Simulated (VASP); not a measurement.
# SrZn23S24 (a cell with a defect) in VASP: single point with PBE

Aim: the single point of SrZn23S24 (a cell with a defect) with PBE.

All numbers are computed with VASP 6.6.1; they aren't measurements. Logs are shortened: lines on timing, memory, paths and dates and some standing lists are left out, and cuts for length are marked.

**1. The cell of the first run**

The cell holds a defect, 48 atoms: a = 7.624 Å, b = 7.624 Å, c = 18.690 Å, α = 90.00°, β = 90.00°, γ = 120.00°.

**2. Single point, PBE**

File INCAR:

```
SYSTEM = SrZn23S24
PREC     = Accurate       ! precision mode
ENCUT    = 520            ! plane-wave cutoff, eV
EDIFF    = 1E-6           ! SCF threshold, eV
ISMEAR   = -1             ! smearing method
SIGMA    = 0.01           ! smearing width, eV
LREAL    = Auto         
LASPH    = .True.         ! aspherical terms in the spheres
NELM     = 100            ! most SCF steps
ALGO     = Normal         ! electronic algorithm
ISIF     = 2              ! what is computed and relaxed
LWAVE    = .False.        ! write WAVECAR
LCHARG   = .False.        ! write CHGCAR
GGA      = PE             ! functional
NBANDS   = 245            ! bands
LUSENCCL = .False.
```

File KPOINTS:

```
Automatic mesh
0
Gamma
  3 3 1
  0 0 0
```

File POSCAR:

```
SrZn23S24
1.0
    7.6240000000      0.0000000000      0.0000000000
   -3.8120000000      6.6025776784      0.0000000000
    0.0000000000      0.0000000000     18.6899900000
Zn Sr S
23 1 24
Direct
   -0.0025104448     -0.0050208896     -0.0070761927
   -0.0025104448      0.5025104448     -0.0070761927
    0.5000000000      0.0000000000     -0.0026518129
    0.5050208896      0.5025104448     -0.0070761927
   -0.0002334475     -0.0004668949      0.4999496529
   -0.0002334475      0.5002334475      0.4999496529
    0.5000000000      0.0000000000      0.5102002811
    0.5004668949      0.5002334475      0.4999496529
    0.1647482374      0.8323741187      0.1627343343
    0.6676258813      0.3352517626      0.1627343343
    0.6676258813      0.8323741187      0.1627343343
    0.3310893029      0.1689106971      0.6666954146
    0.3310893029      0.6621786057      0.6666954146
    0.8378213943      0.1689106971      0.6666954146
    0.8333333333      0.6666666667      0.6660986935
    0.3409806763      0.1590193237      0.3402147337
    0.3409806763      0.6819613526      0.3402147337
    0.8180386474      0.1590193237      0.3402147337
    0.8333333333      0.6666666667      0.3321087707
    0.1666666667      0.3333333333      0.8331287360
    0.1681733515      0.8340866758      0.8292458905
    0.6659133242      0.3318266485      0.8292458905
    0.6659133242      0.8340866758      0.8292458905
    0.1666666667      0.3333333333      0.1847868244
   -0.0126100732     -0.0252201463      0.1156977680
   -0.0126100732      0.5126100732      0.1156977680
    0.5000000000      0.0000000000      0.1229079101
    0.5252201463      0.5126100732      0.1156977680
   -0.0004067870     -0.0008135741      0.6246726195
   -0.0004067870      0.5004067870      0.6246726195
    0.5000000000      0.0000000000      0.6323452188
    0.5008135741      0.5004067870      0.6246726195
    0.1666666667      0.3333333333      0.3293221600
    0.1680192665      0.8340096332      0.2895643349
    0.6659903668      0.3319807335      0.2895643349
    0.6659903668      0.8340096332      0.2895643349
    0.3319136576      0.1680863424      0.7904087457
    0.3319136576      0.6638273151      0.7904087457
    0.8361726849      0.1680863424      0.7904087457
    0.8333333333      0.6666666667      0.7899724005
    0.3381076127      0.1618923873      0.4642323881
    0.3381076127      0.6762152255      0.4642323881
    0.8237847745      0.1618923873      0.4642323881
    0.8333333333      0.6666666667      0.4566865319
    0.1666666667      0.3333333333      0.9567706812
    0.1701128113      0.8350564057      0.9531015121
    0.6649435943      0.3298871887      0.9531015121
    0.6649435943      0.8350564057      0.9531015121
```

Potentials or basis: VASP PAW PBE potentials, release 64 (Zn, Sr_sv, S).

The run is started by

```console
cat potpaw_PBE.64/Zn/POTCAR potpaw_PBE.64/Sr_sv/POTCAR potpaw_PBE.64/S/POTCAR > POTCAR
mpirun -np 1 vasp_std > vasp.out
```

OUTCAR:

```text
SYSTEM = SrZn23S24
   PREC = Accurate
   ENCUT = 520
   EDIFF = 1E-6
   ISMEAR = -1
   LREAL = Auto
   LASPH = .True.
   NELM = 100
   ISIF = 2
   GGA = PE

 ion  position               nearest neighbor table
   1  0.997  0.995  0.993-  25 2.30  46 2.32  48 2.32  45 2.33
   2  0.997  0.503  0.993-  26 2.30  46 2.32  47 2.32  45 2.33
   3  0.500  0.000  0.997-  48 2.33  47 2.33  46 2.33  27 2.35
   4  0.505  0.503  0.993-  28 2.30  47 2.32  48 2.32  45 2.33
   5  1.000  1.000  0.500-  29 2.33  41 2.33  43 2.33  44 2.34
   6  1.000  0.500  0.500-  30 2.33  43 2.33  42 2.33  44 2.34
   7  0.500  0.000  0.510-  31 2.28  42 2.30  43 2.30  41 2.30
   8  0.500  0.500  0.500-  32 2.33  41 2.33  42 2.33  44 2.34
   9  0.165  0.832  0.163-  26 2.29  25 2.29  27 2.34  34 2.37  24 3.83  24 3.83
  10  0.668  0.335  0.163-  26 2.29  28 2.29  27 2.34  35 2.37  24 3.83  24 3.83
  11  0.668  0.832  0.163-  28 2.29  25 2.29  27 2.34  36 2.37  24 3.83  24 3.83
  12  0.331  0.169  0.667-  37 2.31  31 2.32  32 2.33  29 2.33
  13  0.331  0.662  0.667-  38 2.31  31 2.32  32 2.33  30 2.33
  14  0.838  0.169  0.667-  39 2.31  31 2.32  30 2.33  29 2.33
  15  0.833  0.667  0.666-  40 2.32  29 2.33  32 2.33  30 2.33
  16  0.341  0.159  0.340-  33 2.31  41 2.32  34 2.35  35 2.35  24 3.71
  17  0.341  0.682  0.340-  33 2.31  42 2.32  34 2.35  36 2.35  24 3.71
  18  0.818  0.159  0.340-  33 2.31  43 2.32  35 2.35  36 2.35  24 3.71
  19  0.833  0.667  0.332-  44 2.33  36 2.35  35 2.35  34 2.35
  20  0.167  0.333  0.833-  45 2.31  38 2.32  37 2.32  39 2.32
  21  0.168  0.834  0.829-  46 2.31  37 2.32  38 2.32  40 2.33
  22  0.666  0.332  0.829-  47 2.31  37 2.32  39 2.32  40 2.33
  23  0.666  0.834  0.829-  48 2.31  39 2.32  38 2.32  40 2.33
  24  0.167  0.333  0.185-  25 2.70  28 2.70  26 2.70  33 2.70  16 3.71  17 3.71  18 3.71   9 3.83
                            10 3.83  11 3.83  11 3.83   9 3.83  10 3.83
  25  0.987  0.975  0.116-  11 2.29   9 2.29   1 2.30  24 2.70
  26  0.987  0.513  0.116-   9 2.29  10 2.29   2 2.30  24 2.70
  27  0.500  0.000  0.123-  10 2.34  11 2.34   9 2.34   3 2.35
  28  0.525  0.513  0.116-  11 2.29  10 2.29   4 2.30  24 2.70
  29  1.000  0.999  0.625-  14 2.33  12 2.33  15 2.33   5 2.33
  30  1.000  0.500  0.625-  14 2.33  13 2.33  15 2.33   6 2.33
[... 16 lines left out ...]
  47  0.665  0.330  0.953-  22 2.31   4 2.32   2 2.32   3 2.33
  48  0.665  0.835  0.953-  23 2.31   4 2.32   1 2.32   3 2.33

  LATTYP: Found a hexagonal cell.
 ALAT       =     7.6240000000
 C/A-ratio  =     2.4514677335

  Lattice vectors:

 A1 = (   7.6240000000,   0.0000000000,   0.0000000000)
 A2 = (  -3.8120000000,   6.6025776784,   0.0000000000)
 A3 = (   0.0000000000,   0.0000000000,  18.6899900000)

Analysis of symmetry for initial positions (statically):
=====================================================================
 Subroutine PRICEL returns:
 Original cell was already a primitive cell.
[... 204 lines left out ...]
   PSTRESS=    0.0 pullay stress
   NELECT =     430.0000    total number of electrons
   NUPDOWN=      -1.0000    fix difference up-down
   EMIN   =  10.00;   EMAX   =-10.00  energy-range for DOS
   EFERMI =   0.00;   METHOD = LEGACY
   ISMEAR =    -1;   SIGMA  =   0.01  broadening in eV -4-tet -1-fermi 0-gaus
   EFERMI_NEDOS =   21; number of points for ismear=-14 and -15
   IALGO  =     38    algorithm
   IMIX   =      4    mixing-type and parameters
     AMIX     =   0.40;   BMIX     =  1.00
     AMIX_MAG =   1.60;   BMIX_MAG =  1.00
  volume/ion in A,a.u.               =      19.60       132.27
  Fermi-wavevector in a.u.,A,eV,Ry     =   1.261041  2.383022 21.636312  1.590224
  Thomas-Fermi vector in A             =   2.394520
   LORBIT       =      0    0 simple, 1 ext, 2 COOP (PROOUT), +10 PAW based schemes
   GGA     = PE    functional components
   LHFCALC =     F    Hartree Fock is set to
   AEXX    =    0.0000 exact exchange contribution
   IVDW    =     0    specifies the selected vdW correction
   LEPSILON=     F    determine dielectric tensor
   LRPA    =     F    only Hartree local field effects (RPA)
 non-spin polarized calculation
  energy-cutoff  :      520.00
  volume of cell :      940.82
 maximum number of plane-waves:     25428
 NGX is ok and might be reduce to    60
   NGX = 29   NGY = 29   NGZ = 69

 number of electron     430.0000193 magnetization

 Free energy of the ion-electron system (eV)
  ---------------------------------------------------
  ext. energy  EPLUGINS =         0.00000000
  ---------------------------------------------------
  free energy    TOTEN  =      -165.21057788 eV

  energy without entropy =     -165.21057788  energy(sigma->0) =     -165.21057788

 E-fermi :   2.6549     XC(G=0):  -9.6832

 val. band max:        2.3028592385   @ k =   0.0000   0.0000   0.0000
 cond. band min:       4.4378709129   @ k =   0.0000   0.0000   0.0000
 fundamental gap:      2.1350116744
 Fermi energy:         2.6549172420

 k-point     1 :       0.0000    0.0000    0.0000
  band No.  band energies     occupation
      1     -31.1218      2.00000
      2     -13.4357      2.00000
      3     -13.4357      2.00000
      4     -13.4260      2.00000
      5     -10.9398      2.00000
      6     -10.7461      2.00000
[... 679 lines left out ...]
    226       6.9231      0.00000
    227       6.9238      0.00000
 [bands above 227 left out]

------------------------ aborting loop because EDIFF is reached ----------------------------------------

  FORCE on cell =-STRESS in cart. coord.  units (eV):
  Direction    XX          YY          ZZ          XY          YZ          ZX
  --------------------------------------------------------------------------------------
  -------------------------------------------------------------------------------------
  Total       22.9805638     22.9805638     28.0200801     -0.0000000     -0.0000000     -0.0000000
  in kB       39.1350404     39.1350404     47.7171480     -0.0000000     -0.0000000     -0.0000000
  external PRESSURE =      41.9957429 kB  Pullay stress =       0.0000000 kB

 VOLUME and BASIS-vectors are now :
 -----------------------------------------------------------------------------
  energy-cutoff  :      520.00
  volume of cell :      940.82
      direct lattice vectors                 reciprocal lattice vectors
     7.624000000  0.000000000  0.000000000     0.131164743  0.075728000 -0.000000000
    -3.812000000  6.602577678  0.000000000     0.000000000  0.151455999  0.000000000
     0.000000000  0.000000000 18.689990000     0.000000000 -0.000000000  0.053504577

 POSITION                                       TOTAL-FORCE (eV/Angst)
 -----------------------------------------------------------------------------------
      3.81200      6.56943     18.55774         0.000000     -0.003249     -0.006375
      5.68929      3.31786     18.55774        -0.002814      0.001624     -0.006375
      3.81200      0.00000     18.64043         0.000000      0.000000     -0.003138
      1.93471      3.31786     18.55774         0.002814      0.001624     -0.006375
      3.81200      6.59949      9.34405         0.000000      0.006553     -0.003959
      5.71533      3.30283      9.34405         0.005675     -0.003276     -0.003959
[... 40 lines left out ...]
      3.81200      2.17811     17.81346         0.000000      0.000221      0.000870
      1.88629      5.51352     17.81346         0.000191     -0.000110      0.000870
 -----------------------------------------------------------------------------------
    total drift:                               -0.000010      0.000002     -0.015669

  FREE ENERGIE OF THE ION-ELECTRON SYSTEM (eV)
  ---------------------------------------------------
  free  energy   TOTEN  =      -165.2105778752 eV

  energy  without entropy=     -165.2105778752  energy(sigma->0) =     -165.21057788
```

It took 3.3 min on 1 × NVIDIA H100 80GB with 1 thread of Intel Xeon Platinum 8481C at 2.70GHz (Sapphire Rapids), shared host; peak memory 1.9 GiB.

Results:

```yaml
Free_energy: -165.2106 eV
Pressure: 4.2 GPa
Largest_force: 0.035 eV/Å
Band_gap_on_the_k_mesh: 2.13 eV
```

Forces in eV/Å, atoms in the order of the input:
```
Zn   0.000 -0.003 -0.006
Zn  -0.003  0.002 -0.006
Zn   0.000  0.000 -0.003
Zn   0.003  0.002 -0.006
Zn   0.000  0.007 -0.004
Zn   0.006 -0.003 -0.004
Zn   0.000  0.000  0.009
Zn  -0.006 -0.003 -0.004
Zn   0.004  0.002  0.007
Zn   0.000 -0.004  0.007
Zn  -0.004  0.002  0.007
Zn   0.000  0.000 -0.002
Zn   0.000  0.000 -0.002
Zn   0.000  0.000 -0.002
Zn   0.000  0.000  0.000
Zn   0.005 -0.003  0.006
Zn   0.000  0.005  0.006
Zn  -0.005 -0.003  0.006
Zn   0.000  0.000  0.005
Zn   0.000  0.000 -0.004
Zn   0.000  0.000 -0.002
Zn   0.000  0.000 -0.002
Zn   0.000  0.000 -0.002
Sr   0.000  0.000  0.001
S    0.000 -0.012 -0.010
S   -0.011  0.006 -0.010
S    0.000  0.000  0.006
S    0.011  0.006 -0.010
S    0.000 -0.001  0.001
S   -0.001  0.000  0.001
S    0.000  0.000  0.004
S    0.001  0.000  0.001
S    0.000  0.000  0.035
S   -0.001  0.000 -0.003
S    0.000  0.001 -0.003
S    0.001  0.000 -0.003
S    0.001 -0.001  0.003
S    0.000  0.001  0.003
S   -0.001 -0.001  0.003
S    0.000  0.000  0.004
S    0.002 -0.001 -0.009
S    0.000  0.002 -0.009
S   -0.002 -0.001 -0.009
S    0.000  0.000 -0.003
S    0.000  0.000  0.004
S    0.000  0.000  0.001
S    0.000  0.000  0.001
S    0.000  0.000  0.001
```

Stress tensor (GPa, compression positive):
```
3.91 0.00 0.00
0.00 3.91 0.00
0.00 0.00 4.77
```
